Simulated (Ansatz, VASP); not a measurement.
**Na2N in VASP and in Ansatz**

```xyz
3
Lattice="3.3663 0.0000 0.0000 -1.6831 2.9153 0.0000 0.0000 0.0000 5.7065" Properties=species:S:1:pos:R:3 pbc="T T T"
Na    1.6831    0.9718    4.0948
Na    0.0000    1.9435    1.6117
N     0.0000    0.0000    2.8533
```

Change from the starting cell: species swapped into the Sc2C type (P-3m1, No. 164).

Alike in both runs: task relaxation of cell and atoms; functional PBE; k mesh 6 × 6 × 4; occupations gaussian, width 0.1 eV; collinear spin.

|  | VASP | Ansatz |
| --- | --- | --- |
| version | VASP 6.6.1 | Ansatz 0.2.0 |
| potentials or method | VASP PAW PBE potentials, release 64 (Na_pv, N), cutoff 600 eV | scalar-relativistic, plane waves, PAW |
| valence electrons in the cell | 19 | 23 |

|  | VASP | Ansatz | Ansatz less VASP |
| --- | --- | --- | --- |
| gap on the k mesh at the Fermi level, each at its own relaxed structure (eV) | none | none | - |
| net moment per atom (μB) | 0.34 | 0.34 | 0.000 |
| size of the moment on the site where the two differ most (μB) | 0.74 | 0.97 | +0.228 |
| relaxed volume (Å³/atom) | 21.63 | 22.29 | +0.659 |
| relaxed length of the cell vector where the two differ most in proportion (Å) | 5.454 | 5.635 | +0.1810 |

Site moments also hang on the region over which each program counts them. A gap of «none» marks a metal or a gap that the smearing closes. VASP's potentials hold 19 valence electrons a cell and Ansatz's 23, so a difference there can come from the potentials and not from the codes.

Noted on VASP's run: the volume moved by over 15 % at a fixed basis, so the end points are rough.
